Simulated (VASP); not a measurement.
# TlBr (Pm-3m) in VASP: notebook

The runs below take TlBr through elastic constants, with PBEsol.

Program: VASP 6.6.1. These are calculated values, not measurements. Logs are shortened: lines on timing, memory, paths and dates and some standing lists are left out, and cuts for length are marked.

## Step 1: The cell of the first run

Symmetry: Pm-3m, No. 221, cubic system. The conventional cell has a = 3.575 Å, b = 3.575 Å, c = 3.575 Å, α = 90.00°, β = 90.00°, γ = 90.00°. Tl (site symmetry m-3m) has 8 Br at 3.10 Å and 6 Tl at 3.57 Å within 4.1 Å. Br (site symmetry m-3m) has 8 Tl at 3.10 Å and 6 Br at 3.57 Å within 4.1 Å.

## Step 2: Elastic constants, PBEsol

File INCAR:

```
SYSTEM = TlBr
  ALGO = Normal
  EDIFF = 1E-8
  ENCUT = 500
  GGA = PS
  GGA_COMPAT = .False.
  IBRION = 6
  ISIF = 3
  ISMEAR = 0
  LASPH = .True.
  LCHARG = .False.
  LREAL = .False.
  LWAVE = .False.
  NELM = 120
  NFREE = 2
  NSW = 1
  POTIM = 0.015
  PREC = Accurate
  SIGMA = 0.01
```

File KPOINTS:

```
k-points
0
Gamma
  6 6 6
  0 0 0
```

File POSCAR:

```
TlBr
1.0
    3.5747112680      0.0000000000      0.0000000000
    0.0000000000      3.5747112680      0.0000000000
    0.0000000000      0.0000000000      3.5747112680
Tl Br
1 1
Direct
    0.0000000000      0.0000000000      0.0000000000
    0.5000000000      0.5000000000      0.5000000000
```

Potentials or basis: VASP PAW PBE potentials, release 64 (Tl_d, Br).

The run is started by

```sh
cat potpaw_PBE.64/Tl_d/POTCAR potpaw_PBE.64/Br/POTCAR > POTCAR
mpirun -np 1 vasp_std > vasp.out
```

OUTCAR:

```text
SYSTEM = TlBr
   EDIFF = 1E-8
   ENCUT = 500
   GGA = PS
   IBRION = 6
   ISIF = 3
   ISMEAR = 0
   LASPH = .True.
   LREAL = .False.
   NELM = 120
   NFREE = 2
   NSW = 1
   POTIM = 0.015
   PREC = Accurate

 ion  position               nearest neighbor table
   1  0.000  0.000  0.000-   2 3.10   2 3.10   2 3.10   2 3.10   2 3.10   2 3.10   2 3.10   2 3.10

   2  0.500  0.500  0.500-   1 3.10   1 3.10   1 3.10   1 3.10   1 3.10   1 3.10   1 3.10   1 3.10

  LATTYP: Found a simple cubic cell.
 ALAT       =     3.5747112680

  Lattice vectors:

 A1 = (   3.5747112680,   0.0000000000,   0.0000000000)
 A2 = (   0.0000000000,   3.5747112680,   0.0000000000)
 A3 = (   0.0000000000,   0.0000000000,   3.5747112680)

Analysis of symmetry for initial positions (statically):
=====================================================================
 Subroutine PRICEL returns:
 Original cell was already a primitive cell.

 Routine SETGRP: Setting up the symmetry group for a
 simple cubic supercell.

 Subroutine GETGRP returns: Found 48 space group operations
 (whereof 48 operations were pure point group operations)
 out of a pool of 48 trial point group operations.

The static configuration has the point symmetry O_h .

Analysis of symmetry for dynamics (positions and initial velocities):
=====================================================================
 Subroutine PRICEL returns:
 Original cell was already a primitive cell.

 Routine SETGRP: Setting up the symmetry group for a
 simple cubic supercell.

 Subroutine GETGRP returns: Found 48 space group operations
 (whereof 48 operations were pure point group operations)
 out of a pool of 48 trial point group operations.

The dynamic configuration has the point symmetry O_h .

 Subroutine INISYM returns: Found 48 space group operations
 (whereof 48 operations are pure point group operations),
 and found     1 'primitive' translations

[... 350 lines left out ...]
     11      12.1672      0.00000
     12      12.1696      0.00000
     13      14.8166      0.00000
     14      14.8170      0.00000
[... 377 lines left out ...]
      1      -9.5163      2.00000
      2      -4.7187      2.00000
      3      -4.6405      2.00000
      4      -4.4029      2.00000
      5      -4.3710      2.00000
      6      -4.3474      2.00000
      7      -0.1966      2.00000
      8       2.6530      2.00000
      9       3.8479      2.00000
     10       5.1639      2.00000
     11      10.9243      0.00000
     12      12.3808      0.00000
     13      13.3244      0.00000
     14      13.5638      0.00000

 [... further k-points ...]
[... 5 lines left out ...]
  --------------------------------------------------------------------------------------
  -------------------------------------------------------------------------------------
  Total        4.2646404      4.2657696      4.2657696     -0.0000000      0.0000000      0.0000000
  in kB      149.5788166    149.6184233    149.6184233     -0.0000000      0.0000000      0.0000000
  external PRESSURE =     149.6052210 kB  Pullay stress =       0.0000000 kB
[... 17 lines left out ...]
  FREE ENERGIE OF THE ION-ELECTRON SYSTEM (eV)
  ---------------------------------------------------
  free  energy   TOTEN  =        -5.5209931002 eV

  energy  without entropy=       -5.5209931002  energy(sigma->0) =       -5.52099310

 INTERNAL STRAIN TENSORS FROM STRAINED CELLS
 ============================================

 INTERNAL STRAIN TENSOR FOR ION    1 for displacements in x,y,z  (eV/Angst):
          X           Y           Z          XY          YZ          ZX
  --------------------------------------------------------------------------------
  x     0.00000     0.00000     0.00000     0.00000     0.00000     0.00000
  y     0.00000     0.00000     0.00000     0.00000     0.00000     0.00000
  z     0.00000     0.00000     0.00000     0.00000     0.00000     0.00000

 INTERNAL STRAIN TENSORS FROM DISPLACED ATOMS
 ============================================

 INTERNAL STRAIN TENSOR FOR ION    1 for displacements in x,y,z  (eV/Angst):
          X           Y           Z          XY          YZ          ZX
  --------------------------------------------------------------------------------
  x     0.00000     0.00000     0.00000     0.00000     0.00000     0.00000
  y     0.00000     0.00000     0.00000     0.00000     0.00000     0.00000
  z     0.00000     0.00000     0.00000     0.00000     0.00000     0.00000

 INTERNAL STRAIN TENSOR FOR ION    2 for displacements in x,y,z  (eV/Angst):
          X           Y           Z          XY          YZ          ZX
  --------------------------------------------------------------------------------
  x     0.00000     0.00000     0.00000     0.00000     0.00000     0.00000
  y     0.00000     0.00000     0.00000     0.00000     0.00000     0.00000
  z     0.00000     0.00000     0.00000     0.00000     0.00000     0.00000

 Eigenvectors and eigenvalues of the dynamical matrix
 ----------------------------------------------------

   1 f  =    3.228188 THz    20.283301 2PiTHz  107.680746 cm-1    13.350705 meV
             X         Y         Z           dx          dy          dz
      0.000000  0.000000  0.000000    -0.530341   -0.000000   -0.000000
      1.787356  1.787356  1.787356     0.847784    0.000000    0.000000
[... 21 lines left out ...]
   6 f/i=    0.000686 THz     0.004309 2PiTHz    0.022877 cm-1     0.002836 meV
             X         Y         Z           dx          dy          dz
      0.000000  0.000000  0.000000     0.000000    0.052095   -0.846182
      1.787356  1.787356  1.787356    -0.000000    0.032589   -0.529339

--------------------------------------------------------------------------------------------------------

 ELASTIC MODULI CONTR FROM IONIC RELAXATION (kBar)
 Direction    XX          YY          ZZ          XY          YZ          ZX
 --------------------------------------------------------------------------------
 XX           0.0000      0.0000      0.0000      0.0000      0.0000      0.0000
 YY           0.0000      0.0000      0.0000      0.0000      0.0000      0.0000
 ZZ           0.0000      0.0000      0.0000      0.0000      0.0000      0.0000
 XY           0.0000      0.0000      0.0000      0.0000      0.0000      0.0000
 YZ           0.0000      0.0000      0.0000      0.0000      0.0000      0.0000
 ZX           0.0000      0.0000      0.0000      0.0000      0.0000      0.0000
 --------------------------------------------------------------------------------

 TOTAL ELASTIC MODULI (kBar)
 Direction    XX          YY          ZZ          XY          YZ          ZX
 --------------------------------------------------------------------------------
 XX         830.6793    635.9956    635.9956      0.0000      0.0000     -0.0000
 YY         635.9956    830.6793    635.9956      0.0000      0.0000     -0.0000
 ZZ         635.9956    635.9956    830.6793      0.0000      0.0000      0.0000
 XY           0.0000      0.0000      0.0000    462.5369      0.0000      0.0000
 YZ           0.0000      0.0000      0.0000      0.0000    462.5369      0.0000
 ZX          -0.0000     -0.0000      0.0000      0.0000      0.0000    462.5369
 --------------------------------------------------------------------------------
```

OSZICAR:

```text
N       E                     dE             d eps       ncg     rms          rms(c)
DAV:   1     0.989051749216E+02    0.98905E+02   -0.10456E+04   584   0.126E+03
DAV:   2    -0.249609380575E+01   -0.10140E+03   -0.98180E+02   692   0.264E+02
[... 187 lines left out ...]
DAV:   2    -0.552106367219E+01   -0.26045E-02   -0.26843E-02  1204   0.942E-01    0.578E-02
DAV:   3    -0.552101333266E+01    0.50340E-04   -0.11630E-04  1300   0.801E-02    0.380E-02
DAV:   4    -0.552099200522E+01    0.21327E-04   -0.12577E-04  1190   0.637E-02    0.130E-02
DAV:   5    -0.552099310527E+01   -0.11000E-05   -0.17179E-05  1156   0.233E-02    0.598E-03
DAV:   6    -0.552099330589E+01   -0.20062E-06   -0.47872E-07  1294   0.519E-03    0.252E-03
DAV:   7    -0.552099309554E+01    0.21035E-06   -0.83617E-07  1192   0.531E-03    0.604E-04
DAV:   8    -0.552099310024E+01   -0.46996E-08   -0.83734E-08  1186   0.166E-03
  17 F= -.55209931E+01 E0= -.55209931E+01  d E =-.128916E-15
```

stdout:

```text
POSCAR found type information on POSCAR TlBr
 POSCAR found :  2 types and       2 ions
 scaLAPACK will be used
 -----------------------------------------------------------------------------
|                                                                             |
|                                                                             |
|     You enforced a specific xc type in the INCAR file but a different       |
|     I HOPE YOU KNOW WHAT YOU ARE DOING!                                     |
|                                                                             |
[... 33 lines left out ...]
 Finite differences progress:
 bond charge predicted
 Finite differences progress:
 bond charge predicted
 Finite differences progress:
 bond charge predicted
 Finite differences progress:
 bond charge predicted
 Finite differences progress:
 bond charge predicted
 Finite differences progress:
```

Run time: 8.7 min. Hardware: 1 thread of Intel Xeon 8259CL, shared host; peak memory 0.23 GiB.

What came out:

| Quantity | Value |
| --- | --- |
| Elastic constants C11, C12, C44 | 83, 64, 46 GPa |
| Voigt bulk modulus | 70 GPa |
| Highest phonon frequency at Γ, LO-TO splitting left out | 108 cm⁻¹ |

Phonon frequencies in cm⁻¹ (negative: imaginary):
```csv
q point,frequencies
"(0.000, 0.000, 0.000)",0 0 0 108 108 108
```

Elastic tensor in Voigt notation (GPa, in the Cartesian axes of the cell as first typed):
```
83 64 64  0  0  0
64 83 64  0  0  0
64 64 83  0  0  0
 0  0  0 46  0  0
 0  0  0  0 46  0
 0  0  0  0  0 46
```

Clamped-ion elastic tensor (GPa):
```
83 64 64  0  0  0
64 83 64  0  0  0
64 64 83  0  0  0
 0  0  0 46  0  0
 0  0  0  0 46  0
 0  0  0  0  0 46
```

Caveat: the cell is under stress, which shifts elastic constants; the PAW data sets were made with another functional, which shifts forces and pressure a little; spin-orbit coupling is left out, which moves the levels of the heavy elements.

## Step 3: Elastic constants, PBEsol

This run uses another cell than the first one, of 24.26 Å³/atom.

File INCAR:

```
SYSTEM = TlBr
PREC     = Accurate       ! precision mode
ENCUT    = 500            ! plane-wave cutoff, eV
EDIFF    = 1E-8           ! SCF threshold, eV
ISMEAR   = 0              ! smearing method
SIGMA    = 0.01           ! smearing width, eV
LREAL    = .FALSE.        ! projectors in reciprocal space
LASPH    = .TRUE.         ! aspherical terms in the spheres
NELM     = 120            ! most SCF steps
ALGO     = Normal         ! electronic algorithm
ISIF     = 3              ! what is computed and relaxed
LWAVE    = .FALSE.        ! write WAVECAR
LCHARG   = .FALSE.        ! write CHGCAR
GGA      = PS             ! functional
IBRION   = 6              ! ionic algorithm
NFREE    = 2            
POTIM    = 0.015          ! step
NSW      = 1              ! ionic steps
GGA_COMPAT= .FALSE.
```

File KPOINTS:

```
Automatic mesh
0
G
  6 6 6
  0 0 0
```

File POSCAR:

```
TlBr
1.0
    3.6473273394      0.0000000000      0.0000000000
    0.0000000000      3.6473273394      0.0000000000
    0.0000000000      0.0000000000      3.6473273394
Tl Br
1 1
Direct
    0.0000000000      0.0000000000      0.0000000000
    0.5000000000      0.5000000000      0.5000000000
```

Potentials or basis: VASP PAW PBE potentials, release 64 (Tl_d, Br).

The run is started by

```sh
cat potpaw_PBE.64/Tl_d/POTCAR potpaw_PBE.64/Br/POTCAR > POTCAR
mpirun -np 1 vasp_std > vasp.out
```

It took 9.2 min on 1 thread of Intel Xeon 8259CL, shared host; peak memory 0.24 GiB.

The run converged. Its results:

- Elastic constants C11, C12, C44: 81, 54, 35 GPa
- Voigt bulk modulus: 63 GPa
- Highest phonon frequency at Γ, LO-TO splitting left out: 93 cm⁻¹

Phonon frequencies in cm⁻¹ (negative: imaginary):
| q point | frequencies |
| --- | --- |
| (0.000, 0.000, 0.000) | 0 0 0 93 93 93 |

Elastic tensor in Voigt notation (GPa, in the Cartesian axes of the cell as first typed):
```
81 54 54  0  0  0
54 81 54  0  0  0
54 54 81  0  0  0
 0  0  0 35  0  0
 0  0  0  0 35  0
 0  0  0  0  0 35
```

Clamped-ion elastic tensor (GPa):
```
81 54 54  0  0  0
54 81 54  0  0  0
54 54 81  0  0  0
 0  0  0 35  0  0
 0  0  0  0 35  0
 0  0  0  0  0 35
```

Caveat: the cell is under stress, which shifts elastic constants; the PAW data sets were made with another functional, which shifts forces and pressure a little; spin-orbit coupling is left out, which moves the levels of the heavy elements.

(Continued in part 2 of 2.)
